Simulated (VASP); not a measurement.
# As5S (F-43m) in VASP: further runs

The runs below take As5S through single point, relaxation of cell and atoms, with PBE.

Everything below comes from runs of VASP 6.6.1. Logs are shortened: lines on timing, memory, paths and dates and some standing lists are left out, and cuts for length are marked.

**1. The cell of the first run**

It takes space group F-43m (No. 216, cubic). Conventional cell: a = 7.846 Å, b = 7.846 Å, c = 7.846 Å, α = 90.00°, β = 90.00°, γ = 90.00°. As (site symmetry -43m) has 12 As at 3.27 Å and 4 S at 3.40 Å within 4.3 Å. As (site symmetry 3m) has 9 As at 2.63 to 3.27 Å and 3 S at 3.24 Å within 3.5 Å. Within 4.3 Å of S (site symmetry -43m) lie 16 As at 3.24 to 3.40 Å.

**2. Single point, PBE**

INCAR reads:

```
PREC     = Accurate       # precision mode
ENCUT    = 520            # plane-wave cutoff, eV
EDIFF    = 1E-6           # SCF threshold, eV
ISMEAR   = 0              # smearing method
SIGMA    = 0.1            # smearing width, eV
LREAL    = False          # projectors in reciprocal space
LASPH    = True           # aspherical terms in the spheres
NELM     = 80             # most SCF steps
ALGO     = Normal         # electronic algorithm
ISIF     = 2              # what is computed and relaxed
LWAVE    = False          # write WAVECAR
LCHARG   = False          # write CHGCAR
GGA      = PE             # functional
NBANDS   = 24             # bands
```

KPOINTS reads:

```
regular mesh
0
Gamma
  4 4 4
```

POSCAR reads:

```
As5S
1.0
    0.0000000000      3.9230370444      3.9230370444
    3.9230370444      0.0000000000      3.9230370444
    3.9230370444      3.9230370444      0.0000000000
As S
5 1
Direct
    0.2500000000      0.2500000000      0.2500000000
    0.1051845262      0.6316051579      0.6316051579
    0.6316051579      0.6316051579      0.6316051579
    0.6316051579      0.6316051579      0.1051845262
    0.6316051579      0.1051845262      0.6316051579
    0.0000000000      0.0000000000      0.0000000000
```

Potentials or basis: VASP PAW PBE potentials, release 64 (As, S).

Started as:

```sh
$ cat potpaw_PBE.64/As/POTCAR potpaw_PBE.64/S/POTCAR > POTCAR
$ mpirun -np 1 vasp_std > vasp.out
```

OUTCAR:

```text
PREC = Accurate
   ENCUT = 520
   EDIFF = 1E-6
   ISMEAR = 0
   LREAL = False
   LASPH = True
   NELM = 80
   ISIF = 2
   GGA = PE

 ion  position               nearest neighbor table
   1  0.250  0.250  0.250-
   2  0.105  0.632  0.632-   3 2.63   4 2.63   5 2.63   3 2.92   4 2.92   5 2.92
   3  0.632  0.632  0.632-   2 2.63   4 2.63   5 2.63   4 2.92   5 2.92   2 2.92
   4  0.632  0.632  0.105-   2 2.63   3 2.63   5 2.63   3 2.92   5 2.92   2 2.92
   5  0.632  0.105  0.632-   2 2.63   3 2.63   4 2.63   4 2.92   3 2.92   2 2.92
   6  0.000  0.000  0.000-

  LATTYP: Found a face centered cubic cell.
 ALAT       =     7.8460740888

  Lattice vectors:

 A1 = (   0.0000000000,   3.9230370444,   3.9230370444)
 A2 = (   3.9230370444,   0.0000000000,   3.9230370444)
 A3 = (   3.9230370444,   3.9230370444,   0.0000000000)

Analysis of symmetry for initial positions (statically):
=====================================================================
 Subroutine PRICEL returns:
 Original cell was already a primitive cell.

 Routine SETGRP: Setting up the symmetry group for a
 face centered cubic supercell.

 Subroutine GETGRP returns: Found 24 space group operations
 (whereof 24 operations were pure point group operations)
 out of a pool of 48 trial point group operations.

The static configuration has the point symmetry T_d .

Analysis of symmetry for dynamics (positions and initial velocities):
=====================================================================
 Subroutine PRICEL returns:
 Original cell was already a primitive cell.

 Routine SETGRP: Setting up the symmetry group for a
 face centered cubic supercell.

 Subroutine GETGRP returns: Found 24 space group operations
 (whereof 24 operations were pure point group operations)
 out of a pool of 48 trial point group operations.

The dynamic configuration has the point symmetry T_d .

 Subroutine INISYM returns: Found 24 space group operations
 (whereof 24 operations are pure point group operations),
 and found     1 'primitive' translations

----------------------------------------------------------------------------------------

                                     Primitive cell

  volume of cell :     120.7528

  direct lattice vectors                    reciprocal lattice vectors
     0.000000000  3.923037044  3.923037044    -0.127452276  0.127452276  0.127452276
     3.923037044  0.000000000  3.923037044     0.127452276 -0.127452276  0.127452276
     3.923037044  3.923037044  0.000000000     0.127452276  0.127452276 -0.127452276

  length of vectors
     5.548012194  5.548012194  5.548012194     0.220753818  0.220753818  0.220753818

  position of ions in fractional coordinates (direct lattice)
     0.250000000  0.250000000  0.250000000
     0.105184526  0.631605158  0.631605158
     0.631605158  0.631605158  0.631605158
     0.631605158  0.631605158  0.105184526
     0.631605158  0.105184526  0.631605158
     0.000000000  0.000000000  0.000000000

  ion indices of the primitive-cell ions
   primitive index   ion index
                 1           1
                 2           2
                 3           3
                 4           4
                 5           5
                 6           6

----------------------------------------------------------------------------------------

 KPOINTS: regular mesh

Automatic generation of k-mesh.
 Grid dimensions read from file:
 generate k-points for:    4    4    4

 Generating k-lattice:

  Cartesian coordinates                     Fractional coordinates (reciprocal lattice)
    -0.031863069  0.031863069  0.031863069     0.250000000  0.000000000  0.000000000
     0.031863069 -0.031863069  0.031863069     0.000000000  0.250000000  0.000000000
     0.031863069  0.031863069 -0.031863069     0.000000000  0.000000000  0.250000000

  Length of vectors
     0.055188454  0.055188454  0.055188454

  Shift w.r.t. Gamma in fractional coordinates (k-lattice)
     0.000000000  0.000000000  0.000000000

 Subroutine IBZKPT returns following result:
 ===========================================

 Found      8 irreducible k-points:

 Following reciprocal coordinates:
            Coordinates               Weight
  0.000000  0.000000  0.000000      1.000000
  0.250000  0.000000  0.000000      8.000000
  0.500000  0.000000  0.000000      4.000000
  0.250000  0.250000  0.000000      6.000000
  0.500000  0.250000  0.000000     24.000000
 -0.250000  0.250000  0.000000     12.000000
  0.500000  0.500000  0.000000      3.000000
 -0.250000  0.500000  0.250000      6.000000
   k-points           NKPTS =      8   k-points in BZ     NKDIM =      8   number of bands    NBANDS=     24
   number of dos      NEDOS =    301   number of ions     NIONS =      6
   total plane-waves  NPLWV =  74088
   dimension x,y,z NGX =    42 NGY =   42 NGZ =   42
   dimension x,y,z NGXF=    84 NGYF=   84 NGZF=   84
   ions per type =               5   1
   NGX,Y,Z   is equivalent  to a cutoff of  12.59, 12.59, 12.59 a.u.
   NGXF,Y,Z  is equivalent  to a cutoff of  25.17, 25.17, 25.17 a.u.
 SYSTEM =  unknown system
   PREC   = accura    normal or accurate (medium, high low for compatibility)
   ISTART =      0    job   : 0-new  1-cont  2-samecut
   ICHARG =      2    charge: 1-file 2-atom 10-const
   ISPIN  =      1    spin polarized calculation?
   LNONCOLLINEAR =      F non collinear calculations
   LSORBIT =      F    spin-orbit coupling
   LASPH  =      T    aspherical Exc in radial PAW
   ENCUT  =  520.0 eV  38.22 Ry    6.18 a.u.  10.32 10.32 10.32*2*pi/ulx,y,z
   NELM   =     80;   NELMIN=  2; NELMDL= -5     # of ELM steps
   EDIFF  = 0.1E-05   stopping-criterion for ELM
   LREAL  =      F    real-space projection
   EDIFFG = 0.1E-04   stopping-criterion for IOM
   NSW    =      0    number of steps for IOM
   IBRION =     -1    ionic relax: 0-MD 1-quasi-New 2-CG
   NFREE  =      0    steps in history (QN), initial steepest desc. (CG)
   ISIF   =      2    stress and relaxation
   ISYM   =      2    0-nonsym 1-usesym 2-fastsym
   POTIM  = 0.5000    time-step for ionic-motion
   TEBEG  =    0.0;   TEEND  =   0.0 temperature during run
   PSTRESS=    0.0 pullay stress
   NELECT =      31.0000    total number of electrons
   NUPDOWN=      -1.0000    fix difference up-down
   EMIN   =  10.00;   EMAX   =-10.00  energy-range for DOS
   EFERMI =   0.00;   METHOD = LEGACY
   ISMEAR =     0;   SIGMA  =   0.10  broadening in eV -4-tet -1-fermi 0-gaus
   EFERMI_NEDOS =   21; number of points for ismear=-14 and -15
   IALGO  =     38    algorithm
   IMIX   =      4    mixing-type and parameters
     AMIX     =   0.40;   BMIX     =  1.00
     AMIX_MAG =   1.60;   BMIX_MAG =  1.00
  volume/ion in A,a.u.               =      20.13       135.81
  Fermi-wavevector in a.u.,A,eV,Ry     =   1.040470  1.966204 14.729372  1.082578
  Thomas-Fermi vector in A             =   2.175047
   LORBIT       =      0    0 simple, 1 ext, 2 COOP (PROOUT), +10 PAW based schemes
   GGA     = PE    functional components
   LHFCALC =     F    Hartree Fock is set to
   AEXX    =    0.0000 exact exchange contribution
   IVDW    =     0    specifies the selected vdW correction
   LEPSILON=     F    determine dielectric tensor
   LRPA    =     F    only Hartree local field effects (RPA)
 non-spin polarized calculation
 Gauss-broadening in eV      SIGMA  =   0.10
  energy-cutoff  :      520.00
  volume of cell :      120.75
 maximum number of plane-waves:      3287
 NGX is ok and might be reduce to    42
   NGX = 21   NGY = 21   NGZ = 21

 number of electron      31.0000005 magnetization

 Free energy of the ion-electron system (eV)
  ---------------------------------------------------
  ext. energy  EPLUGINS =         0.00000000
  ---------------------------------------------------
  free energy    TOTEN  =       -23.31873779 eV

  energy without entropy =      -23.29798786  energy(sigma->0) =      -23.30836282

 E-fermi :   5.6304     XC(G=0): -10.3904

 val. band max:        5.5358048425   @ k =  -0.2500   0.5000   0.2500
 cond. band min:       5.7226956963   @ k =   0.5000   0.2500   0.0000
 fundamental gap:      0.1868908538
 Fermi energy:         5.6304471418

 k-point     1 :       0.0000    0.0000    0.0000
  band No.  band energies     occupation
      1      -9.4784      2.00000
      2      -5.7837      2.00000
      3      -4.3908      2.00000
      4      -3.6908      2.00000
      5      -3.6908      2.00000
      6      -3.6908      2.00000
[... 16 lines left out ...]
     23      11.9518      0.00000
     24      11.9518      0.00000

 k-point     2 :       0.2500    0.0000    0.0000
  band No.  band energies     occupation
      1      -9.1299      2.00000
      2      -6.1438      2.00000
      3      -5.2936      2.00000
      4      -4.0102      2.00000
      5      -3.8193      2.00000
      6      -3.8193      2.00000
[... 16 lines left out ...]
     23      11.3869      0.00000
     24      11.3869      0.00000

 k-point     3 :       0.5000    0.0000    0.0000
  band No.  band energies     occupation
      1      -8.5113      2.00000
      2      -7.1145      2.00000
      3      -5.5992      2.00000
      4      -4.2009      2.00000
      5      -3.9307      2.00000
      6      -3.9307      2.00000
[... 16 lines left out ...]
     23      10.8429      0.00000
     24      10.8429      0.00000

 k-point     4 :       0.2500    0.2500    0.0000
  band No.  band energies     occupation
      1      -9.0103      2.00000
      2      -6.0986      2.00000
      3      -5.3614      2.00000
      4      -4.4259      2.00000
      5      -4.0498      2.00000
      6      -4.0498      2.00000
[... 16 lines left out ...]
     23      11.0744      0.00000
     24      11.0744      0.00000

 k-point     5 :       0.5000    0.2500    0.0000
  band No.  band energies     occupation
      1      -8.3728      2.00000
      2      -6.7593      2.00000
      3      -6.0763      2.00000
      4      -5.0025      2.00000
      5      -4.1508      2.00000
      6      -3.6004      2.00000
[... 16 lines left out ...]
     23       9.2746      0.00000
     24      10.6688      0.00000

 k-point     6 :      -0.2500    0.2500    0.0000
  band No.  band energies     occupation
      1      -8.6166      2.00000
      2      -6.4460      2.00000
      3      -6.1321      2.00000
      4      -4.7802      2.00000
      5      -3.9426      2.00000
      6      -3.4987      2.00000
[... 16 lines left out ...]
     23       9.5404      0.00000
     24      10.7707      0.00000

 k-point     7 :       0.5000    0.5000    0.0000
  band No.  band energies     occupation
      1      -8.0976      2.00000
      2      -7.0120      2.00000
      3      -5.9176      2.00000
      4      -5.0650      2.00000
      5      -4.3354      2.00000
      6      -4.3354      2.00000
[... 16 lines left out ...]
     23      10.6768      0.00000
     24      10.6768      0.00000

 k-point     8 :      -0.2500    0.5000    0.2500
  band No.  band energies     occupation
      1      -8.0553      2.00000
      2      -6.6562      2.00000
      3      -6.5385      2.00000
      4      -5.5922      2.00000
      5      -3.8849      2.00000
      6      -3.5383      2.00000
[... 16 lines left out ...]
     23       8.7735      0.00000
     24       8.7887      0.00000

------------------------ aborting loop because EDIFF is reached ----------------------------------------

  FORCE on cell =-STRESS in cart. coord.  units (eV):
  Direction    XX          YY          ZZ          XY          YZ          ZX
  --------------------------------------------------------------------------------------
  -------------------------------------------------------------------------------------
  Total        0.1035332      0.1035332      0.1035332      0.0000000     -0.0000000     -0.0000000
  in kB        1.3737030      1.3737030      1.3737030      0.0000000     -0.0000000     -0.0000000
  external PRESSURE =       1.3737030 kB  Pullay stress =       0.0000000 kB

 VOLUME and BASIS-vectors are now :
 -----------------------------------------------------------------------------
  energy-cutoff  :      520.00
  volume of cell :      120.75
      direct lattice vectors                 reciprocal lattice vectors
     0.000000000  3.923037044  3.923037044    -0.127452276  0.127452276  0.127452276
     3.923037044  0.000000000  3.923037044     0.127452276 -0.127452276  0.127452276
     3.923037044  3.923037044  0.000000000     0.127452276  0.127452276 -0.127452276

 POSITION                                       TOTAL-FORCE (eV/Angst)
 -----------------------------------------------------------------------------------
      1.96152      1.96152      1.96152        -0.000000      0.000000      0.000000
      4.95562      2.89045      2.89045        -0.027419      0.027419      0.027419
      4.95562      4.95562      4.95562        -0.027419     -0.027419     -0.027419
      2.89045      2.89045      4.95562         0.027419      0.027419     -0.027419
      2.89045      4.95562      2.89045         0.027419     -0.027419      0.027419
      0.00000      0.00000      0.00000        -0.000000      0.000000      0.000000
 -----------------------------------------------------------------------------------
    total drift:                                0.000000      0.000000      0.000000

  FREE ENERGIE OF THE ION-ELECTRON SYSTEM (eV)
  ---------------------------------------------------
  free  energy   TOTEN  =       -23.3187377890 eV

  energy  without entropy=      -23.2979878564  energy(sigma->0) =      -23.30836282
```

Run time: 19 s. Hardware: 1 thread of Intel Xeon Platinum 8559C (Emerald Rapids), shared host; peak memory 0.24 GiB.

What came out:

| Item | Value |
| --- | --- |
| Free energy | -23.3187 eV |
| Pressure | 0.1 GPa |
| Largest force | 0.047 eV/Å |

Forces on the atoms (eV/Å):
```
As   0.000  0.000  0.000
As  -0.027  0.027  0.027
As  -0.027 -0.027 -0.027
As   0.027  0.027 -0.027
As   0.027 -0.027  0.027
S    0.000  0.000  0.000
```

(Continued in part 2 of 2.)
